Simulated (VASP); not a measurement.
# Sr8Ti8O23 (a cell with a defect) in VASP: settings compared

Sr8Ti8O23 (a cell with a defect) is run at these levels: HSE06, PBEsol; tasks: single point, relaxation of the atoms.

Program: VASP 6.6.1. These are calculated values, not measurements. Logs are shortened: lines on timing, memory, paths and dates and some standing lists are left out, and cuts for length are marked.

### Step 1. The cell of the first run

The cell holds a defect, 39 atoms: a = 7.783 Å, b = 7.783 Å, c = 7.783 Å, α = 90.00°, β = 90.00°, γ = 90.00°.

### Step 2. Single point, HSE06

The input, POSCAR:

```
Sr8Ti8O23
1.0
    7.7828210000      0.0000000000      0.0000000000
    0.0000000000      7.7828210000      0.0000000000
    0.0000000000      0.0000000000      7.7828210000
Sr Ti O
8 8 23
Direct
    0.9907880000      0.9907370000      0.9995310000
    0.9913480000      0.9912880000      0.4972720000
    0.9913850000      0.5082780000      0.9996130000
    0.9911690000      0.5085230000      0.4996190000
    0.5084560000      0.9911590000      0.9995970000
    0.5085020000      0.9911920000      0.4996160000
    0.5090290000      0.5088990000      0.9996660000
    0.5084370000      0.5083820000      0.5019950000
    0.2485930000      0.2482000000      0.2333380000
    0.2515620000      0.2511560000      0.7660780000
    0.2495500000      0.7461230000      0.2531230000
    0.2499960000      0.7533050000      0.7453670000
    0.7463560000      0.2495970000      0.2535960000
    0.7535480000      0.2500350000      0.7458470000
    0.7489670000      0.7490280000      0.2492210000
    0.7505700000      0.7506170000      0.7500300000
    0.2508040000      0.2492630000      0.9997190000
    0.2498350000      0.7502450000      0.0000250000
    0.2503430000      0.7495660000      0.4999120000
    0.7494620000      0.2500370000      0.9996170000
    0.7504640000      0.2496380000      0.4996350000
    0.7503170000      0.7496350000      0.9997370000
    0.7498320000      0.7499710000      0.4997490000
    0.0087550000      0.2526710000      0.2692510000
    0.0048790000      0.2473640000      0.7323250000
    0.0013560000      0.7511400000      0.2484200000
    0.9995700000      0.7487380000      0.7515840000
    0.4950600000      0.2522760000      0.2679920000
    0.4911690000      0.2475080000      0.7288330000
    0.5004820000      0.7513550000      0.2476140000
    0.4986660000      0.7484870000      0.7518590000
    0.2524080000      0.0087240000      0.2705530000
    0.2476380000      0.0048230000      0.7316780000
    0.2525090000      0.4950040000      0.2673550000
    0.2472150000      0.4911200000      0.7301060000
    0.7514050000      0.0012130000      0.2477350000
    0.7485160000      0.9994320000      0.7518510000
    0.7511540000      0.5003260000      0.2478740000
    0.7487520000      0.4985390000      0.7511860000
```

The input, INCAR.step1:

```
  PREC = Accurate
  ENCUT = 520
  EDIFF = 1E-5
  ISMEAR = -1
  SIGMA = 0.05
  LREAL = Auto
  LASPH = T
  NELM = 120
  ALGO = Normal
  ISIF = 2
  LWAVE = T
  LCHARG = F
  GGA = PE
  NELECT = 312.0
  ISYM = -1
  NBANDS = 182
  GGA_COMPAT = F
```

The input, INCAR.step2:

```
  PREC = Accurate
  ENCUT = 520
  EDIFF = 1E-6
  ISMEAR = -1
  SIGMA = 0.05
  LREAL = Auto
  LASPH = T
  NELM = 120
  ALGO = Normal
  ISIF = 2
  LWAVE = F
  LCHARG = F
  GGA = PE
  LHFCALC = T
  HFSCREEN = 0.2079
  PRECFOCK = Fast
  ISTART = 1
  NELECT = 312.0
  ISYM = -1
  NBANDS = 182
  GGA_COMPAT = F
```

The input, KPOINTS:

```
explicit points
1
Reciprocal
  0.25000000   0.25000000   0.25000000 1
```

Potentials or basis: VASP PAW PBE potentials, release 64 (Sr_sv, Ti_sv, O).

The run is started by

```console
> cat potpaw_PBE.64/Sr_sv/POTCAR potpaw_PBE.64/Ti_sv/POTCAR potpaw_PBE.64/O/POTCAR > POTCAR
> cp INCAR.step1 INCAR
> mpirun -np 1 vasp_std > vasp.out
> cp INCAR.step2 INCAR
> mpirun -np 1 vasp_std > vasp.out
```

OUTCAR:

```text
PREC = Accurate
   ENCUT = 520
   EDIFF = 1E-6
   ISMEAR = -1
   LREAL = Auto
   LASPH = T
   NELM = 120
   ISIF = 2
   GGA = PE
   LHFCALC = T
   HFSCREEN = 0.2079
   PRECFOCK = Fast
   ISTART = 1
   NELECT = 312.0
   ISYM = -1

 ion  position               nearest neighbor table
   1  0.991  0.991  1.000-  22 2.65  36 2.69  26 2.69  37 2.70  27 2.70  18 2.75  20 2.76  17 2.85
                            25 2.89  33 2.89  24 2.93  32 2.94  16 3.28  15 3.30   9 3.37  14 3.37
   2  0.991  0.991  0.497-  23 2.66  26 2.69  32 2.69  36 2.70  24 2.70  33 2.71  25 2.71  27 2.74
                            37 2.74  21 2.75  19 2.76  15 3.29  16 3.30  12 3.35  14 3.35  13 3.36
   3  0.991  0.508  1.000-  22 2.65  27 2.69  38 2.69  39 2.70  26 2.71  20 2.75  18 2.76  17 2.85
                            24 2.89  35 2.90  25 2.91  34 2.91  16 3.29  15 3.29  11 3.37  14 3.37
   4  0.991  0.509  0.500-  23 2.66  24 2.68  35 2.68  38 2.71  27 2.71  26 2.72  39 2.72  34 2.72
                            25 2.72  21 2.75  19 2.75  16 3.29  15 3.29  14 3.34  11 3.34  12 3.37
   5  0.508  0.991  1.000-  22 2.66  37 2.69  30 2.69  31 2.70  36 2.70  18 2.75  20 2.75  17 2.84
                            32 2.90  29 2.91  33 2.91  28 2.92  16 3.29  15 3.29  13 3.37  12 3.37
   6  0.509  0.991  0.500-  23 2.66  32 2.68  29 2.68  30 2.71  37 2.71  28 2.72  33 2.72  36 2.72
                            31 2.73  19 2.75  21 2.76  15 3.29  16 3.29  12 3.34  13 3.34  14 3.37
   7  0.509  0.509  1.000-  22 2.65  31 2.68  39 2.69  38 2.70  30 2.70  20 2.75  18 2.76  17 2.85
                            34 2.89  28 2.89  35 2.93  29 2.93  15 3.28  16 3.29  10 3.37  11 3.37
   8  0.508  0.508  0.502-  23 2.66  29 2.69  39 2.70  31 2.70  28 2.70  35 2.70  34 2.70  38 2.74
                            30 2.74  19 2.75  21 2.76  16 3.29  15 3.30  13 3.35  11 3.35  12 3.36
   9  0.249  0.248  0.233-  17 1.82  32 1.89  24 1.89  28 1.94  34 1.94   1 3.37   5 3.38   3 3.38
                             7 3.40   2 3.50   6 3.52   4 3.52   8 3.54
  10  0.252  0.251  0.766-  17 1.82  29 1.89  35 1.89  33 1.94  25 1.94   7 3.37   5 3.38   3 3.38
                             1 3.40   8 3.50   6 3.52   4 3.52   2 3.55
  11  0.250  0.746  0.253-  19 1.92  26 1.93  30 1.95  34 1.96  18 1.97  32 2.05   4 3.34   8 3.35
                             2 3.36   3 3.37   7 3.37   6 3.37   1 3.40   5 3.40
  12  0.250  0.753  0.745-  19 1.91  31 1.94  27 1.95  33 1.96  18 1.98  35 2.04   6 3.34   2 3.35
                             8 3.36   4 3.37   5 3.37   1 3.38   7 3.41   3 3.41
  13  0.746  0.250  0.254-  21 1.92  36 1.93  38 1.95  28 1.96  20 1.98  24 2.05   6 3.34   8 3.35
                             2 3.36   4 3.37   5 3.37   7 3.37   1 3.40   3 3.41
  14  0.754  0.250  0.746-  21 1.92  39 1.93  37 1.95  25 1.96  20 1.98  29 2.05   4 3.34   2 3.35
                             8 3.36   3 3.37   6 3.37   1 3.37   7 3.40   5 3.41
  15  0.749  0.749  0.249-  30 1.93  38 1.94  22 1.94  23 1.95  36 1.96  26 1.96   7 3.28   5 3.29
                             2 3.29   3 3.29   6 3.29   4 3.29   1 3.30   8 3.30
  16  0.751  0.751  0.750-  37 1.94  27 1.94  22 1.94  23 1.95  31 1.96  39 1.96   1 3.28   5 3.29
                             8 3.29   3 3.29   7 3.29   6 3.29   4 3.29   2 3.30
  17  0.251  0.249  1.000-   9 1.82  10 1.82   5 2.84   7 2.85   3 2.85   1 2.85
  18  0.250  0.750  0.000-  11 1.97  12 1.98   5 2.75   1 2.75   3 2.76   7 2.76
  19  0.250  0.750  0.500-  12 1.91  11 1.92   8 2.75   6 2.75   4 2.75   2 2.76
  20  0.749  0.250  1.000-  14 1.98  13 1.98   7 2.75   5 2.75   3 2.75   1 2.76
  21  0.750  0.250  0.500-  13 1.92  14 1.92   2 2.75   4 2.75   6 2.76   8 2.76
  22  0.750  0.750  1.000-  15 1.94  16 1.94   1 2.65   7 2.65   3 2.65   5 2.66
[... 15 lines left out ...]
  38  0.751  0.500  0.248-  15 1.94  13 1.95   3 2.69   7 2.70   4 2.71   8 2.74
  39  0.749  0.499  0.751-  14 1.93  16 1.96   7 2.69   8 2.70   3 2.70   4 2.72

IMPORTANT INFORMATION: All symmetrisations will be switched off!
NOSYMM: (Re-)initialisation of all symmetry stuff for point group C_1.

----------------------------------------------------------------------------------------

                                     Primitive cell

  volume of cell :     471.4234

  direct lattice vectors                    reciprocal lattice vectors
     7.782821000  0.000000000  0.000000000     0.128488115  0.000000000  0.000000000
     0.000000000  7.782821000  0.000000000     0.000000000  0.128488115  0.000000000
     0.000000000  0.000000000  7.782821000     0.000000000  0.000000000  0.128488115

  length of vectors
     7.782821000  7.782821000  7.782821000     0.128488115  0.128488115  0.128488115

  position of ions in fractional coordinates (direct lattice)
     0.990788000  0.990737000  0.999531000
     0.991348000  0.991288000  0.497272000
     0.991385000  0.508278000  0.999613000
     0.991169000  0.508523000  0.499619000
     0.508456000  0.991159000  0.999597000
     0.508502000  0.991192000  0.499616000
[... 31 lines left out ...]
     0.751154000  0.500326000  0.247874000
     0.748752000  0.498539000  0.751186000

  ion indices of the primitive-cell ions
   primitive index   ion index
                 1           1
                 2           2
                 3           3
                 4           4
                 5           5
                 6           6
[... 31 lines left out ...]
                38          38
                39          39

----------------------------------------------------------------------------------------

 KPOINTS: explicit points

Read explicit list of k-points.

 Found      1 k-points:

 Following reciprocal coordinates:
            Coordinates               Weight
  0.250000  0.250000  0.250000      1.000000
   k-points           NKPTS =      1   k-points in BZ     NKDIM =      1   number of bands    NBANDS=    182
   number of dos      NEDOS =    301   number of ions     NIONS =     39
   total plane-waves  NPLWV = 216000
   dimension x,y,z NGX =    60 NGY =   60 NGZ =   60
   dimension x,y,z NGXF=   120 NGYF=  120 NGZF=  120
   ions per type =               8   8  23
   NGX,Y,Z   is equivalent  to a cutoff of  12.82, 12.82, 12.82 a.u.
   NGXF,Y,Z  is equivalent  to a cutoff of  25.63, 25.63, 25.63 a.u.
 SYSTEM =  unknown system
   PREC   = accura    normal or accurate (medium, high low for compatibility)
   ISTART =      1    job   : 0-new  1-cont  2-samecut
   ICHARG =      0    charge: 1-file 2-atom 10-const
   ISPIN  =      1    spin polarized calculation?
   LNONCOLLINEAR =      F non collinear calculations
   LSORBIT =      F    spin-orbit coupling
   LASPH  =      T    aspherical Exc in radial PAW
   ENCUT  =  520.0 eV  38.22 Ry    6.18 a.u.  14.47 14.47 14.47*2*pi/ulx,y,z
   NELM   =    120;   NELMIN=  2; NELMDL=  0     # of ELM steps
   EDIFF  = 0.1E-05   stopping-criterion for ELM
   LREAL  =      T    real-space projection
   EDIFFG = 0.1E-04   stopping-criterion for IOM
   NSW    =      0    number of steps for IOM
   IBRION =     -1    ionic relax: 0-MD 1-quasi-New 2-CG
   NFREE  =      0    steps in history (QN), initial steepest desc. (CG)
   ISIF   =      2    stress and relaxation
   ISYM   =     -1    0-nonsym 1-usesym 2-fastsym
   POTIM  = 0.5000    time-step for ionic-motion
   TEBEG  =    0.0;   TEEND  =   0.0 temperature during run
   PSTRESS=    0.0 pullay stress
   NELECT =     312.0000    total number of electrons
   NUPDOWN=      -1.0000    fix difference up-down
   EMIN   =  10.00;   EMAX   =-10.00  energy-range for DOS
   EFERMI =   0.00;   METHOD = LEGACY
   ISMEAR =    -1;   SIGMA  =   0.05  broadening in eV -4-tet -1-fermi 0-gaus
   EFERMI_NEDOS =   21; number of points for ismear=-14 and -15
   IALGO  =     38    algorithm
   IMIX   =      1    mixing-type and parameters
     AMIX     =   0.40;   BMIX     =  1.00
     AMIX_MAG =   1.60;   BMIX_MAG =  1.00
  volume/ion in A,a.u.               =      12.09        81.57
  Fermi-wavevector in a.u.,A,eV,Ry     =   1.426667  2.696010 27.693014  2.035379
  Thomas-Fermi vector in A             =   2.546920
   LORBIT       =      0    0 simple, 1 ext, 2 COOP (PROOUT), +10 PAW based schemes
   GGA     = PE    functional components
   LHFCALC =     T    Hartree Fock is set to
   PRECFOCK=fast      Normal, Fast or Accurate (Low or Medium for compatibility)
   ENCUT4O =  -1.0   cutoff for four orbital integrals eV
   NKREDX  =     1    reduce k-point grid by
   NKREDY  =     1    reduce k-point grid by
   NKREDZ  =     1    reduce k-point grid by
   AEXX    =    0.2500 exact exchange contribution
   HFSCREEN=    0.2079 screening length (either q_TF or 0.3 A-1)
   HFSCREENC=   0.2079 screening length for correlation (either q_TF or 0.3 A-1)
   ENCUTFOCK=  -1.0 apply spherical cutoff to Coloumb kernel
   IVDW    =     0    specifies the selected vdW correction
   LEPSILON=     F    determine dielectric tensor
   LRPA    =     F    only Hartree local field effects (RPA)
 non-spin polarized calculation
  energy-cutoff  :      520.00
  volume of cell :      471.42
 maximum number of plane-waves:     12704
 NGX is ok and might be reduce to    60
  NGX = 30; NGY = 30; NGZ = 30

 number of electron     312.0000054 magnetization

 Free energy of the ion-electron system (eV)
  ---------------------------------------------------
  ext. energy  EPLUGINS =         0.00000000
  ---------------------------------------------------
  free energy    TOTEN  =      -390.38919029 eV

  energy without entropy =     -390.38919029  energy(sigma->0) =     -390.38919029

 E-fermi :   4.2977     XC(G=0):  -9.1547

 val. band max:        2.8581455283   @ k =   0.2500   0.2500   0.2500
 cond. band min:       6.9965246006   @ k =   0.2500   0.2500   0.2500
 fundamental gap:      4.1383790723
 Fermi energy:         4.2976641016

 k-point     1 :       0.2500    0.2500    0.2500
  band No.  band energies     occupation
      1     -57.7338      2.00000
      2     -57.7312      2.00000
      3     -57.6593      2.00000
      4     -57.6593      2.00000
      5     -57.6577      2.00000
      6     -57.6574      2.00000
[... 160 lines left out ...]
    167       8.3601      0.00000
    168       8.3948      0.00000
 [bands above 168 left out]

------------------------ aborting loop because EDIFF is reached ----------------------------------------

  FORCE on cell =-STRESS in cart. coord.  units (eV):
  Direction    XX          YY          ZZ          XY          YZ          ZX
  --------------------------------------------------------------------------------------
  -------------------------------------------------------------------------------------
  Total      -16.1692676    -16.1835369    -14.3979298     -1.4008818     -1.2107727     -1.2098756
  in kB      -54.9527974    -55.0012928    -48.9327370     -4.7610304     -4.1149263     -4.1118774
  external PRESSURE =     -52.9622758 kB  Pullay stress =       0.0000000 kB

 VOLUME and BASIS-vectors are now :
 -----------------------------------------------------------------------------
  energy-cutoff  :      520.00
  volume of cell :      471.42
      direct lattice vectors                 reciprocal lattice vectors
     7.782821000  0.000000000  0.000000000     0.128488115  0.000000000  0.000000000
     0.000000000  7.782821000  0.000000000     0.000000000  0.128488115  0.000000000
     0.000000000  0.000000000  7.782821000     0.000000000  0.000000000  0.128488115

 POSITION                                       TOTAL-FORCE (eV/Angst)
 -----------------------------------------------------------------------------------
      7.71113      7.71073      7.77917         0.030033      0.028243     -0.001410
      7.71548      7.71502      3.87018         0.006787      0.007632      0.014891
      7.71577      3.95584      7.77981         0.023697     -0.023387     -0.000870
      7.71409      3.95774      3.88845         0.010609     -0.010100      0.000302
      3.95722      7.71401      7.77968        -0.022850      0.024568     -0.000207
      3.95758      7.71427      3.88842        -0.007789      0.008865      0.000594
[... 31 lines left out ...]
      5.84610      3.89395      1.92916        -0.008436     -0.008470     -0.003231
      5.82740      3.88004      5.84635         0.011312     -0.027092      0.003327
 -----------------------------------------------------------------------------------
    total drift:                               -0.006164      0.003486      0.013417

  FREE ENERGIE OF THE ION-ELECTRON SYSTEM (eV)
  ---------------------------------------------------
  free  energy   TOTEN  =      -390.3891902884 eV

  energy  without entropy=     -390.3891902884  energy(sigma->0) =     -390.38919029
```

Wall time 13 min (1 thread of Intel Xeon 6975P-C (Granite Rapids), shared host); peak memory 0.7 GiB.

What came out:

```
Free energy   : -390.3892 eV
Largest force : 0.151 eV/Å
```

Forces on the atoms (eV/Å):
```
Sr   0.030  0.028 -0.001
Sr   0.007  0.008  0.015
Sr   0.024 -0.023 -0.001
Sr   0.011 -0.010  0.000
Sr  -0.023  0.025  0.000
Sr  -0.008  0.009  0.001
Sr  -0.030 -0.030  0.002
Sr  -0.007 -0.006 -0.017
Ti   0.009  0.012 -0.143
Ti  -0.013 -0.008  0.150
Ti  -0.002  0.025  0.033
Ti  -0.003 -0.029 -0.038
Ti   0.025  0.000  0.032
Ti  -0.030 -0.003 -0.041
Ti   0.018  0.016  0.025
Ti  -0.010 -0.011 -0.014
O   -0.004  0.002  0.002
O   -0.002 -0.001  0.004
O   -0.002  0.000  0.004
O    0.003  0.001  0.001
O   -0.001  0.002  0.001
O   -0.002  0.002  0.002
O   -0.001  0.001  0.002
O    0.125 -0.026 -0.051
O    0.083  0.019  0.034
O    0.029 -0.013 -0.009
O    0.012  0.009 -0.001
O   -0.082 -0.020 -0.038
O   -0.128  0.021  0.058
O   -0.008 -0.011 -0.003
O   -0.022  0.009  0.002
O   -0.022  0.128 -0.059
O    0.019  0.083  0.036
O   -0.019 -0.082 -0.035
O    0.025 -0.125  0.052
O   -0.011  0.026 -0.006
O    0.009  0.010  0.001
O   -0.008 -0.008 -0.003
O    0.011 -0.027  0.003
```

Caveat: the cell carries a net charge on a neutralising background, which shifts energy and pressure; the cell is charged against a uniform background, so pressure and absolute levels hang on convention; the PAW data sets were made with another functional, which shifts forces and pressure a little.

(Part 1 of 2 ends here.)
